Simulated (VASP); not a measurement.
# Mg (Pm-3m) in VASP: notebook

Runs on Mg. Level: PBE. Tasks: single point.

Program: VASP 6.6.1. These are calculated values, not measurements. Logs are shortened: lines on timing, memory, paths and dates and some standing lists are left out, and cuts for length are marked.

## (1) The cell of the first run

It takes space group Pm-3m (No. 221, cubic). Conventional cell: a = 2.400 Å, b = 2.400 Å, c = 2.400 Å, α = 90.00°, β = 90.00°, γ = 90.00°. Mg (site symmetry m-3m) has 6 Mg at 2.40 Å within 3.2 Å.

## (2) Single point, PBE (volume scaled by 0.5)

INCAR

```
SYSTEM = Mg
PREC = Accurate
ENCUT = 520
EDIFF = 1E-6
ISMEAR = -1
SIGMA = 0.1
LREAL = .False.
LASPH = .True.
NELM = 100
ALGO = Normal
ISIF = 2
LWAVE = .False.
LCHARG = .False.
GGA = PE
NBANDS = 7
```

KPOINTS

```
Automatic mesh
0
Gamma
  13 13 13
  0 0 0
```

POSCAR

```
Mg
1.0
    2.3996231154      0.0000000000      0.0000000000
    0.0000000000      2.3996231154      0.0000000000
    0.0000000000      0.0000000000      2.3996231154
Mg
1
Direct
    0.0000000000      0.0000000000      0.0000000000
```

Potentials or basis: VASP PAW PBE potentials, release 64 (Mg).

Command:

```bash
cat potpaw_PBE.64/Mg/POTCAR > POTCAR
mpirun -np 1 vasp_std > vasp.out
```

OUTCAR:

```text
SYSTEM = Mg
   PREC = Accurate
   ENCUT = 520
   EDIFF = 1E-6
   ISMEAR = -1
   LREAL = .False.
   LASPH = .True.
   NELM = 100
   ISIF = 2
   GGA = PE

 ion  position               nearest neighbor table
   1  0.000  0.000  0.000-

  LATTYP: Found a simple cubic cell.
 ALAT       =     2.3996231154

  Lattice vectors:

 A1 = (   2.3996231154,   0.0000000000,   0.0000000000)
 A2 = (   0.0000000000,   2.3996231154,   0.0000000000)
 A3 = (   0.0000000000,   0.0000000000,   2.3996231154)

Analysis of symmetry for initial positions (statically):
=====================================================================
 Subroutine PRICEL returns:
 Original cell was already a primitive cell.

 Routine SETGRP: Setting up the symmetry group for a
 simple cubic supercell.

 Subroutine GETGRP returns: Found 48 space group operations
 (whereof 48 operations were pure point group operations)
 out of a pool of 48 trial point group operations.

The static configuration has the point symmetry O_h .

Analysis of symmetry for dynamics (positions and initial velocities):
=====================================================================
 Subroutine PRICEL returns:
 Original cell was already a primitive cell.

 Routine SETGRP: Setting up the symmetry group for a
 simple cubic supercell.

 Subroutine GETGRP returns: Found 48 space group operations
 (whereof 48 operations were pure point group operations)
 out of a pool of 48 trial point group operations.

The dynamic configuration has the point symmetry O_h .

 Subroutine INISYM returns: Found 48 space group operations
 (whereof 48 operations are pure point group operations),
 and found     1 'primitive' translations

----------------------------------------------------------------------------------------

                                     Primitive cell

  volume of cell :      13.8175

  direct lattice vectors                    reciprocal lattice vectors
     2.399623115  0.000000000  0.000000000     0.416732108  0.000000000  0.000000000
     0.000000000  2.399623115  0.000000000     0.000000000  0.416732108  0.000000000
     0.000000000  0.000000000  2.399623115     0.000000000  0.000000000  0.416732108

  length of vectors
     2.399623115  2.399623115  2.399623115     0.416732108  0.416732108  0.416732108

  position of ions in fractional coordinates (direct lattice)
     0.000000000  0.000000000  0.000000000

  ion indices of the primitive-cell ions
   primitive index   ion index
                 1           1

----------------------------------------------------------------------------------------

 KPOINTS: Automatic mesh

Automatic generation of k-mesh.
 Grid dimensions read from file:
 generate k-points for:   13   13   13

 Generating k-lattice:

  Cartesian coordinates                     Fractional coordinates (reciprocal lattice)
     0.032056316  0.000000000  0.000000000     0.076923077  0.000000000  0.000000000
     0.000000000  0.032056316  0.000000000     0.000000000  0.076923077  0.000000000
     0.000000000  0.000000000  0.032056316     0.000000000  0.000000000  0.076923077

  Length of vectors
     0.032056316  0.032056316  0.032056316

  Shift w.r.t. Gamma in fractional coordinates (k-lattice)
     0.000000000  0.000000000  0.000000000

 Subroutine IBZKPT returns following result:
 ===========================================

 Found     84 irreducible k-points:

 Following reciprocal coordinates:
            Coordinates               Weight
  0.000000  0.000000  0.000000      1.000000
  0.076923  0.000000  0.000000      6.000000
  0.153846  0.000000  0.000000      6.000000
  0.230769  0.000000  0.000000      6.000000
  0.307692  0.000000  0.000000      6.000000
  0.384615  0.000000  0.000000      6.000000
[... 16 lines left out ...]
  0.307692  0.307692  0.000000     12.000000
  0.384615  0.307692  0.000000     24.000000
 [... further k-points ...]
   k-points           NKPTS =     84   k-points in BZ     NKDIM =     84   number of bands    NBANDS=      7
   number of dos      NEDOS =    301   number of ions     NIONS =      1
   total plane-waves  NPLWV =   5832
   dimension x,y,z NGX =    18 NGY =   18 NGZ =   18
   dimension x,y,z NGXF=    36 NGYF=   36 NGZF=   36
   ions per type =               1
   NGX,Y,Z   is equivalent  to a cutoff of  12.47, 12.47, 12.47 a.u.
   NGXF,Y,Z  is equivalent  to a cutoff of  24.94, 24.94, 24.94 a.u.
 SYSTEM =  Mg
   PREC   = accura    normal or accurate (medium, high low for compatibility)
   ISTART =      0    job   : 0-new  1-cont  2-samecut
   ICHARG =      2    charge: 1-file 2-atom 10-const
   ISPIN  =      1    spin polarized calculation?
   LNONCOLLINEAR =      F non collinear calculations
   LSORBIT =      F    spin-orbit coupling
   LASPH  =      T    aspherical Exc in radial PAW
   ENCUT  =  520.0 eV  38.22 Ry    6.18 a.u.   4.46  4.46  4.46*2*pi/ulx,y,z
   NELM   =    100;   NELMIN=  2; NELMDL= -5     # of ELM steps
   EDIFF  = 0.1E-05   stopping-criterion for ELM
   LREAL  =      F    real-space projection
   EDIFFG = 0.1E-04   stopping-criterion for IOM
   NSW    =      0    number of steps for IOM
   IBRION =     -1    ionic relax: 0-MD 1-quasi-New 2-CG
   NFREE  =      0    steps in history (QN), initial steepest desc. (CG)
   ISIF   =      2    stress and relaxation
   ISYM   =      2    0-nonsym 1-usesym 2-fastsym
   POTIM  = 0.5000    time-step for ionic-motion
   TEBEG  =    0.0;   TEEND  =   0.0 temperature during run
   PSTRESS=    0.0 pullay stress
   NELECT =       2.0000    total number of electrons
   NUPDOWN=      -1.0000    fix difference up-down
   EMIN   =  10.00;   EMAX   =-10.00  energy-range for DOS
   EFERMI =   0.00;   METHOD = LEGACY
   ISMEAR =    -1;   SIGMA  =   0.10  broadening in eV -4-tet -1-fermi 0-gaus
   EFERMI_NEDOS =   21; number of points for ismear=-14 and -15
   IALGO  =     38    algorithm
   IMIX   =      4    mixing-type and parameters
     AMIX     =   0.40;   BMIX     =  1.00
     AMIX_MAG =   1.60;   BMIX_MAG =  1.00
  volume/ion in A,a.u.               =      13.82        93.25
  Fermi-wavevector in a.u.,A,eV,Ry     =   0.859558  1.624329 10.052525  0.738840
  Thomas-Fermi vector in A             =   1.976931
   LORBIT       =      0    0 simple, 1 ext, 2 COOP (PROOUT), +10 PAW based schemes
   GGA     = PE    functional components
   LHFCALC =     F    Hartree Fock is set to
   AEXX    =    0.0000 exact exchange contribution
   IVDW    =     0    specifies the selected vdW correction
   LEPSILON=     F    determine dielectric tensor
   LRPA    =     F    only Hartree local field effects (RPA)
 non-spin polarized calculation
  energy-cutoff  :      520.00
  volume of cell :       13.82
 maximum number of plane-waves:       384
 NGX is ok and might be reduce to    18
   NGX =  9   NGY =  9   NGZ =  9

 number of electron       2.0000000 magnetization

 Free energy of the ion-electron system (eV)
  ---------------------------------------------------
  ext. energy  EPLUGINS =         0.00000000
  ---------------------------------------------------
  free energy    TOTEN  =         0.30374608 eV

  energy without entropy =        0.31404168  energy(sigma->0) =        0.30889388

 E-fermi :   6.1895     XC(G=0): -10.2172

 val. band max:        6.1017874339   @ k =   0.3846   0.3846   0.3077
 cond. band min:       6.2159038862   @ k =   0.3846   0.0769   0.0000
 fundamental gap:      0.1141164523
 Fermi energy:         6.1895058217

 k-point     1 :       0.0000    0.0000    0.0000
  band No.  band energies     occupation
      1      -3.3890      2.00000
      2      16.7397      0.00000
      3      16.7397      0.00000
      4      21.5948      0.00000
      5      21.5948      0.00000
      6      21.5948      0.00000
      7      29.4661      0.00000

 k-point     2 :       0.0769    0.0000    0.0000
  band No.  band energies     occupation
      1      -3.2327      2.00000
      2      15.5606      0.00000
      3      16.8782      0.00000
      4      21.6892      0.00000
      5      21.6892      0.00000
      6      22.4504      0.00000
      7      30.1291      0.00000

 k-point     3 :       0.1538    0.0000    0.0000
  band No.  band energies     occupation
      1      -2.7664      2.00000
      2      13.2641      0.00000
      3      17.2894      0.00000
      4      21.9704      0.00000
      5      21.9704      0.00000
      6      23.8687      0.00000
      7      31.9948      0.00000

 k-point     4 :       0.2308    0.0000    0.0000
  band No.  band energies     occupation
      1      -1.9976      2.00000
      2      10.7730      0.00000
      3      17.9570      0.00000
      4      22.4313      0.00000
      5      22.4313      0.00000
      6      25.2133      0.00000
      7      33.1602      0.00000

 k-point     5 :       0.3077    0.0000    0.0000
  band No.  band energies     occupation
      1      -0.9389      2.00000
      2       8.3428      0.00000
      3      18.8387      0.00000
      4      23.0507      0.00000
      5      23.0507      0.00000
      6      26.4940      0.00000
      7      30.7099      0.00000
[... 161 lines left out ...]
 k-point    22 :       0.4615    0.2308    0.0000
  band No.  band energies     occupation
      1       3.1399      2.00000
      2       5.3943      1.99930
      3      15.6222      0.00000
      4      17.5458      0.00000
      5      25.5470      0.00000
      6      28.4797      0.00000
      7      28.5501      0.00000

 k-point    23 :       0.3077    0.3077    0.0000
  band No.  band energies     occupation
      1       1.4077      2.00000
      2       9.8040      0.00000
      3      11.4323      0.00000
      4      19.0200      0.00000
      5      24.7485      0.00000
      6      26.8951      0.00000
      7      30.3610      0.00000

 k-point    24 :       0.3846    0.3077    0.0000
  band No.  band energies     occupation
      1       2.6767      2.00000
      2       8.2040      0.00000
      3      11.9393      0.00000
      4      17.1235      0.00000
      5      25.6031      0.00000
      6      28.0069      0.00000
      7      29.4835      0.00000

 [... further k-points ...]
[... 5 lines left out ...]
  --------------------------------------------------------------------------------------
  -------------------------------------------------------------------------------------
  Total        5.0019153      5.0019153      5.0019153      0.0000000     -0.0000000      0.0000000
  in kB      579.9863975    579.9863975    579.9863975      0.0000000     -0.0000000      0.0000000
  external PRESSURE =     579.9863975 kB  Pullay stress =       0.0000000 kB

 VOLUME and BASIS-vectors are now :
 -----------------------------------------------------------------------------
  energy-cutoff  :      520.00
  volume of cell :       13.82
      direct lattice vectors                 reciprocal lattice vectors
     2.399623115  0.000000000  0.000000000     0.416732108  0.000000000  0.000000000
     0.000000000  2.399623115  0.000000000     0.000000000  0.416732108  0.000000000
     0.000000000  0.000000000  2.399623115     0.000000000  0.000000000  0.416732108

 POSITION                                       TOTAL-FORCE (eV/Angst)
 -----------------------------------------------------------------------------------
      0.00000      0.00000      0.00000         0.000000      0.000000      0.000000
 -----------------------------------------------------------------------------------
    total drift:                                0.000000      0.000000      0.000000

  FREE ENERGIE OF THE ION-ELECTRON SYSTEM (eV)
  ---------------------------------------------------
  free  energy   TOTEN  =         0.3037460812 eV

  energy  without entropy=        0.3140416766  energy(sigma->0) =        0.30889388
```

Run time: 3.9 s. Hardware: 1 thread of Intel Xeon Platinum 8559C (Emerald Rapids), shared host; peak memory 0.12 GiB.

What came out:

| Quantity | Value |
| --- | --- |
| Free energy | 0.3037 eV |
| Pressure | 58.0 GPa |
| Band gap on the k mesh | zero (band 1 reaches 11.32 eV, above the bottom of band 2 at 4.09 eV) |

Levels at points of the mesh, in eV from the Fermi level:
| k point | band 1 | band 2 | band 3 | band 4 | band 5 |
| --- | --- | --- | --- | --- | --- |
| (0.00, 0.00, 0.00) | -9.58 | 10.55 | 10.55 | 15.41 | 15.41 |

## (3) Single point, PBE (volume scaled by 0.58)

INCAR

```
ALGO = Normal
EDIFF = 1E-6
ENCUT = 520
GGA = PE
ISIF = 2
ISMEAR = -1
LASPH = True
LCHARG = False
LREAL = False
LWAVE = False
NBANDS = 7
NELM = 60
PREC = Accurate
SIGMA = 0.1
```

KPOINTS

```
k-points
0
Gamma
  13 13 13
```

POSCAR

```
Mg
1.0
    2.5213261795      0.0000000000      0.0000000000
    0.0000000000      2.5213261795      0.0000000000
    0.0000000000      0.0000000000      2.5213261795
Mg
1
Direct
    0.0000000000      0.0000000000      0.0000000000
```

Potentials or basis: VASP PAW PBE potentials, release 64 (Mg).

Command:

```bash
cat potpaw_PBE.64/Mg/POTCAR > POTCAR
mpirun -np 1 vasp_std > vasp.out
```

OUTCAR:

```text
EDIFF = 1E-6
   ENCUT = 520
   GGA = PE
   ISIF = 2
   ISMEAR = -1
   LASPH = True
   LREAL = False
   NELM = 60
   PREC = Accurate

 ion  position               nearest neighbor table
   1  0.000  0.000  0.000-

  LATTYP: Found a simple cubic cell.
 ALAT       =     2.5213261795

  Lattice vectors:

 A1 = (   2.5213261795,   0.0000000000,   0.0000000000)
 A2 = (   0.0000000000,   2.5213261795,   0.0000000000)
 A3 = (   0.0000000000,   0.0000000000,   2.5213261795)

Analysis of symmetry for initial positions (statically):
[... 410 lines left out ...]
      1       1.7900      2.00000
      2       6.7813      0.00000
      3      10.3018      0.00000
      4      14.9640      0.00000
      5      22.8311      0.00000
      6      24.8983      0.00000
      7      26.4465      0.00000

 [... further k-points ...]
[... 5 lines left out ...]
  --------------------------------------------------------------------------------------
  -------------------------------------------------------------------------------------
  Total        3.4709575      3.4709575      3.4709575     -0.0000000      0.0000000     -0.0000000
  in kB      346.9546999    346.9546999    346.9546999     -0.0000000      0.0000000     -0.0000000
  external PRESSURE =     346.9546999 kB  Pullay stress =       0.0000000 kB

 VOLUME and BASIS-vectors are now :
 -----------------------------------------------------------------------------
  energy-cutoff  :      520.00
  volume of cell :       16.03
      direct lattice vectors                 reciprocal lattice vectors
     2.521326179  0.000000000  0.000000000     0.396616673  0.000000000  0.000000000
     0.000000000  2.521326179  0.000000000     0.000000000  0.396616673  0.000000000
     0.000000000  0.000000000  2.521326179     0.000000000  0.000000000  0.396616673

 POSITION                                       TOTAL-FORCE (eV/Angst)
 -----------------------------------------------------------------------------------
      0.00000      0.00000      0.00000         0.000000      0.000000      0.000000
 -----------------------------------------------------------------------------------
    total drift:                                0.000000      0.000000      0.000000

  FREE ENERGIE OF THE ION-ELECTRON SYSTEM (eV)
  ---------------------------------------------------
  free  energy   TOTEN  =        -0.3214359089 eV

  energy  without entropy=       -0.3091554777  energy(sigma->0) =       -0.31529569
```

Wall time 4.5 s (1 thread of Intel Xeon Platinum 8559C (Emerald Rapids), shared host); peak memory 0.12 GiB.

What came out:

| Quantity | Value |
| --- | --- |
| Free energy | -0.3214 eV |
| Pressure | 34.7 GPa |
| Band gap on the k mesh | zero (band 1 reaches 9.88 eV, above the bottom of band 2 at 2.96 eV) |
